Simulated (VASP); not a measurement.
# CdSb2O4 (Pbam) in VASP: single point with PBE

Aim: the single point of CdSb2O4 with PBE.

All numbers are computed with VASP 6.6.1; they aren't measurements. Logs are shortened: lines on timing, memory, paths and dates and some standing lists are left out, and cuts for length are marked.

## Step 1: The cell of the first run

Symmetry: Pbam, No. 55, orthorhombic system. The conventional cell has a = 7.176 Å, b = 10.039 Å, c = 3.394 Å, α = 90.00°, β = 90.00°, γ = 90.00°. Cd (site symmetry 2/m) has 6 O at 2.32 to 2.37 Å within 3.1 Å. Sb (site symmetry m) has 4 O at 2.08 to 2.19 Å within 2.8 Å. O (site symmetry m) has 2 Sb at 2.08 Å and 1 Cd at 2.37 Å and 4 O at 2.77 to 2.82 Å within 2.9 Å. Within 2.9 Å of O (site symmetry m) lie 2 Sb at 2.16 to 2.19 Å and 2 Cd at 2.32 Å and 4 O at 2.77 to 2.82 Å.

## Step 2: Single point, PBE

Contents of INCAR:

```
SYSTEM = CdSb2O4
ALGO = Normal ; EDIFF = 1E-7
ENCUT = 520 ; GGA = PE
ISIF = 2 ; ISMEAR = 0
LASPH = .True. ; LCHARG = .True.
LELF = .True. ; LREAL = .False.
LVHAR = .True. ; LWAVE = .False.
NBANDS = 59 ; NELM = 100
PREC = Accurate ; SIGMA = 0.01
```

Contents of KPOINTS:

```
k-points
0
Gamma
  4 4 8
  0 0 0
```

Contents of POSCAR:

```
CdSb2O4
1.0
    7.1758034345      0.0000000000      0.0000000000
    0.0000000000     10.0392033966      0.0000000000
    0.0000000000      0.0000000000      3.3937186079
Cd Sb O
2 4 8
Direct
    0.5000000000      0.5000000000      0.0000000000
    0.0000000000      0.0000000000      0.0000000000
    0.1137171859      0.7058481290      0.5000000000
    0.8862828141      0.2941518710      0.5000000000
    0.6137171859      0.7941518710      0.5000000000
    0.3862828141      0.2058481290      0.5000000000
    0.6964536080      0.6899231943      0.0000000000
    0.3035463920      0.3100768057      0.0000000000
    0.6007100045      0.3606021331      0.5000000000
    0.3992899955      0.6393978669      0.5000000000
    0.1964536080      0.8100768057      0.0000000000
    0.8035463920      0.1899231943      0.0000000000
    0.8992899955      0.8606021331      0.5000000000
    0.1007100045      0.1393978669      0.5000000000
```

Potentials or basis: VASP PAW PBE potentials, release 64 (Cd, Sb, O).

Launch:

```console
$ cat potpaw_PBE.64/Cd/POTCAR potpaw_PBE.64/Sb/POTCAR potpaw_PBE.64/O/POTCAR > POTCAR
$ mpirun -np 1 vasp_std > vasp.out
```

OUTCAR:

```text
SYSTEM = CdSb2O4
   EDIFF = 1E-7
   ENCUT = 520
   GGA = PE
   ISIF = 2
   ISMEAR = 0
   LASPH = .True.
   LREAL = .False.
   NELM = 100
   PREC = Accurate

 ion  position               nearest neighbor table
   1  0.500  0.500  0.000-   9 2.32  10 2.32   9 2.32  10 2.32   7 2.37   8 2.37   5 3.50   6 3.50
                             5 3.50   6 3.50
   2  0.000  0.000  0.000-  13 2.32  14 2.32  13 2.32  14 2.32  11 2.37  12 2.37   3 3.50   4 3.50
                             3 3.50   4 3.50
   3  0.114  0.706  0.500-  11 2.08  11 2.08  10 2.16  13 2.19   2 3.50   2 3.50   5 3.70   5 3.70
[... 7 lines left out ...]
   7  0.696  0.690  0.000-   5 2.08   5 2.08   1 2.37
   8  0.304  0.310  0.000-   6 2.08   6 2.08   1 2.37
   9  0.601  0.361  0.500-   4 2.16   6 2.19   1 2.32   1 2.32
  10  0.399  0.639  0.500-   3 2.16   5 2.19   1 2.32   1 2.32
  11  0.196  0.810  0.000-   3 2.08   3 2.08   2 2.37
  12  0.804  0.190  0.000-   4 2.08   4 2.08   2 2.37
  13  0.899  0.861  0.500-   5 2.16   3 2.19   2 2.32   2 2.32
  14  0.101  0.139  0.500-   6 2.16   4 2.19   2 2.32   2 2.32

  LATTYP: Found a simple orthorhombic cell.
 ALAT       =     3.3937186079
 B/A-ratio  =     2.1144367768
 C/A-ratio  =     2.9581720103

  Lattice vectors:

 A1 = (   0.0000000000,   0.0000000000,   3.3937186079)
 A2 = (   7.1758034345,   0.0000000000,   0.0000000000)
 A3 = (   0.0000000000,  10.0392033966,   0.0000000000)

Analysis of symmetry for initial positions (statically):
=====================================================================
 Subroutine PRICEL returns:
 Original cell was already a primitive cell.

 Routine SETGRP: Setting up the symmetry group for a
 simple orthorhombic supercell.

 Subroutine GETGRP returns: Found  8 space group operations
 (whereof  4 operations were pure point group operations)
 out of a pool of  8 trial point group operations.

The static configuration has the point symmetry C_2h.
 The point group associated with its full space group is D_2h.

Analysis of symmetry for dynamics (positions and initial velocities):
=====================================================================
 Subroutine PRICEL returns:
 Original cell was already a primitive cell.

 Routine SETGRP: Setting up the symmetry group for a
 simple orthorhombic supercell.

 Subroutine GETGRP returns: Found  8 space group operations
 (whereof  4 operations were pure point group operations)
 out of a pool of  8 trial point group operations.

The dynamic configuration has the point symmetry C_2h.
 The point group associated with its full space group is D_2h.

 Subroutine INISYM returns: Found  8 space group operations
 (whereof  4 operations are pure point group operations),
 and found     1 'primitive' translations

----------------------------------------------------------------------------------------

                                     Primitive cell

  volume of cell :     244.4813

  direct lattice vectors                    reciprocal lattice vectors
     7.175803434  0.000000000  0.000000000     0.139357218  0.000000000  0.000000000
     0.000000000 10.039203397  0.000000000     0.000000000  0.099609497  0.000000000
     0.000000000  0.000000000  3.393718608     0.000000000  0.000000000  0.294662026

  length of vectors
     7.175803434 10.039203397  3.393718608     0.139357218  0.099609497  0.294662026

  position of ions in fractional coordinates (direct lattice)
     0.500000000  0.500000000  0.000000000
     0.000000000  0.000000000  0.000000000
     0.113717186  0.705848129  0.500000000
     0.886282814  0.294151871  0.500000000
     0.613717186  0.794151871  0.500000000
     0.386282814  0.205848129  0.500000000
     0.696453608  0.689923194  0.000000000
     0.303546392  0.310076806  0.000000000
     0.600710005  0.360602133  0.500000000
     0.399289995  0.639397867  0.500000000
     0.196453608  0.810076806  0.000000000
     0.803546392  0.189923194  0.000000000
     0.899289995  0.860602133  0.500000000
     0.100710005  0.139397867  0.500000000

  ion indices of the primitive-cell ions
   primitive index   ion index
                 1           1
                 2           2
                 3           3
                 4           4
                 5           5
                 6           6
                 7           7
                 8           8
                 9           9
                10          10
                11          11
                12          12
                13          13
                14          14

----------------------------------------------------------------------------------------

 KPOINTS: k-points

Automatic generation of k-mesh.
 Grid dimensions read from file:
 generate k-points for:    4    4    8

 Generating k-lattice:

  Cartesian coordinates                     Fractional coordinates (reciprocal lattice)
     0.034839304  0.000000000  0.000000000     0.250000000  0.000000000  0.000000000
     0.000000000  0.024902374  0.000000000     0.000000000  0.250000000  0.000000000
     0.000000000  0.000000000  0.036832753     0.000000000  0.000000000  0.125000000

  Length of vectors
     0.034839304  0.024902374  0.036832753

  Shift w.r.t. Gamma in fractional coordinates (k-lattice)
     0.000000000  0.000000000  0.000000000

 Subroutine IBZKPT returns following result:
 ===========================================

 Found     45 irreducible k-points:

 Following reciprocal coordinates:
            Coordinates               Weight
  0.000000  0.000000  0.000000      1.000000
  0.250000  0.000000  0.000000      2.000000
  0.500000  0.000000  0.000000      1.000000
  0.000000  0.250000  0.000000      2.000000
  0.250000  0.250000  0.000000      4.000000
  0.500000  0.250000  0.000000      2.000000
[... 16 lines left out ...]
  0.250000  0.250000  0.250000      8.000000
  0.500000  0.250000  0.250000      4.000000
 [... further k-points ...]
   k-points           NKPTS =     45   k-points in BZ     NKDIM =     45   number of bands    NBANDS=     59
   number of dos      NEDOS =    301   number of ions     NIONS =     14
   total plane-waves  NPLWV = 120960
   dimension x,y,z NGX =    54 NGY =   80 NGZ =   28
   dimension x,y,z NGXF=   108 NGYF=  160 NGZF=   56
   ions per type =               2   4   8
   NGX,Y,Z   is equivalent  to a cutoff of  12.51, 13.25, 13.72 a.u.
   NGXF,Y,Z  is equivalent  to a cutoff of  25.02, 26.50, 27.43 a.u.
 SYSTEM =  CdSb2O4
   PREC   = accura    normal or accurate (medium, high low for compatibility)
   ISTART =      0    job   : 0-new  1-cont  2-samecut
   ICHARG =      2    charge: 1-file 2-atom 10-const
   ISPIN  =      1    spin polarized calculation?
   LNONCOLLINEAR =      F non collinear calculations
   LSORBIT =      F    spin-orbit coupling
   LASPH  =      T    aspherical Exc in radial PAW
   ENCUT  =  520.0 eV  38.22 Ry    6.18 a.u.  13.34 18.67  6.31*2*pi/ulx,y,z
   NELM   =    100;   NELMIN=  2; NELMDL= -5     # of ELM steps
   EDIFF  = 0.1E-06   stopping-criterion for ELM
   LREAL  =      F    real-space projection
   EDIFFG = 0.1E-05   stopping-criterion for IOM
   NSW    =      0    number of steps for IOM
   IBRION =     -1    ionic relax: 0-MD 1-quasi-New 2-CG
   NFREE  =      0    steps in history (QN), initial steepest desc. (CG)
   ISIF   =      2    stress and relaxation
   ISYM   =      2    0-nonsym 1-usesym 2-fastsym
   POTIM  = 0.5000    time-step for ionic-motion
   TEBEG  =    0.0;   TEEND  =   0.0 temperature during run
   PSTRESS=    0.0 pullay stress
   NELECT =      92.0000    total number of electrons
   NUPDOWN=      -1.0000    fix difference up-down
   EMIN   =  10.00;   EMAX   =-10.00  energy-range for DOS
   EFERMI =   0.00;   METHOD = LEGACY
   ISMEAR =     0;   SIGMA  =   0.01  broadening in eV -4-tet -1-fermi 0-gaus
   EFERMI_NEDOS =   21; number of points for ismear=-14 and -15
   IALGO  =     38    algorithm
   IMIX   =      4    mixing-type and parameters
     AMIX     =   0.40;   BMIX     =  1.00
     AMIX_MAG =   1.60;   BMIX_MAG =  1.00
  volume/ion in A,a.u.               =      17.46       117.85
  Fermi-wavevector in a.u.,A,eV,Ry     =   1.181922  2.233509 19.006525  1.396940
  Thomas-Fermi vector in A             =   2.318186
   LORBIT       =      0    0 simple, 1 ext, 2 COOP (PROOUT), +10 PAW based schemes
   GGA     = PE    functional components
   LHFCALC =     F    Hartree Fock is set to
   AEXX    =    0.0000 exact exchange contribution
   IVDW    =     0    specifies the selected vdW correction
   LEPSILON=     F    determine dielectric tensor
   LRPA    =     F    only Hartree local field effects (RPA)
 non-spin polarized calculation
 Gauss-broadening in eV      SIGMA  =   0.01
  energy-cutoff  :      520.00
  volume of cell :      244.48
 maximum number of plane-waves:      6626
 NGX is ok and might be reduce to    54
   NGX = 27   NGY = 37   NGZ = 13

 number of electron      91.9999993 magnetization

 Free energy of the ion-electron system (eV)
  ---------------------------------------------------
  ext. energy  EPLUGINS =         0.00000000
  ---------------------------------------------------
  free energy    TOTEN  =       -74.62817931 eV

  energy without entropy =      -74.62817931  energy(sigma->0) =      -74.62817931

 E-fermi :   3.3052     XC(G=0):  -9.5090

 val. band max:        3.2088241706   @ k =   0.0000   0.0000   0.2500
 cond. band min:       5.4836834892   @ k =   0.5000   0.0000   0.0000
 fundamental gap:      2.2748593186
 Fermi energy:         3.3052349041

 k-point     1 :       0.0000    0.0000    0.0000
  band No.  band energies     occupation
      1     -15.4839      2.00000
      2     -15.3792      2.00000
      3     -14.7992      2.00000
      4     -14.7637      2.00000
      5     -14.1349      2.00000
      6     -13.9334      2.00000
[... 1453 lines left out ...]
     57       9.1750      0.00000
     58       9.1750      0.00000

 [... further k-points ...]

 [bands above 58 left out]

------------------------ aborting loop because EDIFF is reached ----------------------------------------

  FORCE on cell =-STRESS in cart. coord.  units (eV):
  Direction    XX          YY          ZZ          XY          YZ          ZX
  --------------------------------------------------------------------------------------
  -------------------------------------------------------------------------------------
  Total       -0.4458320      0.3214095      0.0503599      0.0000000      0.0000000      0.0000000
  in kB       -2.9217039      2.1063166      0.3300270      0.0000000      0.0000000      0.0000000
  external PRESSURE =      -0.1617868 kB  Pullay stress =       0.0000000 kB

 VOLUME and BASIS-vectors are now :
 -----------------------------------------------------------------------------
  energy-cutoff  :      520.00
  volume of cell :      244.48
      direct lattice vectors                 reciprocal lattice vectors
     7.175803434  0.000000000  0.000000000     0.139357218  0.000000000  0.000000000
     0.000000000 10.039203397  0.000000000     0.000000000  0.099609497  0.000000000
     0.000000000  0.000000000  3.393718608     0.000000000  0.000000000  0.294662026

 POSITION                                       TOTAL-FORCE (eV/Angst)
 -----------------------------------------------------------------------------------
      3.58790      5.01960      0.00000         0.000000      0.000000      0.000000
      0.00000      0.00000      0.00000         0.000000      0.000000      0.000000
      0.81601      7.08615      1.69686        -0.008802     -0.021629      0.000000
      6.35979      2.95305      1.69686         0.008802      0.021629      0.000000
      4.40391      7.97265      1.69686        -0.008802      0.021629      0.000000
      2.77189      2.06655      1.69686         0.008802     -0.021629      0.000000
      4.99761      6.92628      0.00000         0.024381      0.020663      0.000000
      2.17819      3.11292      0.00000        -0.024381     -0.020663      0.000000
      4.31058      3.62016      1.69686         0.021887     -0.098659      0.000000
      2.86523      6.41905      1.69686        -0.021887      0.098659     -0.000000
      1.40971      8.13253      0.00000         0.024381     -0.020663      0.000000
      5.76609      1.90668      0.00000        -0.024381      0.020663      0.000000
      6.45313      8.63976      1.69686        -0.021887     -0.098659     -0.000000
      0.72268      1.39944      1.69686         0.021887      0.098659     -0.000000
 -----------------------------------------------------------------------------------
    total drift:                                0.000000      0.000000      0.000000

  FREE ENERGIE OF THE ION-ELECTRON SYSTEM (eV)
  ---------------------------------------------------
  free  energy   TOTEN  =       -74.6281793093 eV

  energy  without entropy=      -74.6281793093  energy(sigma->0) =      -74.62817931
```

Run time: 18 min. Hardware: 1 thread of Oxide Virtual Turin-like, shared host; peak memory 0.64 GiB.

Results:

* Free energy: -74.6282 eV
* Pressure: 0.0 GPa
* Largest force: 0.101 eV/Å
* Band gap on the k mesh: 2.27 eV (least direct gap 2.44 eV)

Forces on the atoms (eV/Å):
```
Cd   0.000  0.000  0.000
Cd   0.000  0.000  0.000
Sb  -0.009 -0.022  0.000
Sb   0.009  0.022  0.000
Sb  -0.009  0.022  0.000
Sb   0.009 -0.022  0.000
O    0.024  0.021  0.000
O   -0.024 -0.021  0.000
O    0.022 -0.099  0.000
O   -0.022  0.099  0.000
O    0.024 -0.021  0.000
O   -0.024  0.021  0.000
O   -0.022 -0.099  0.000
O    0.022  0.099  0.000
```

Stress tensor (GPa, compression positive):
```
-0.29  0.00  0.00
 0.00  0.21  0.00
 0.00  0.00  0.03
```

Caveat: spin-orbit coupling is left out, which moves the levels of the heavy elements. A k mesh can miss the band edges.
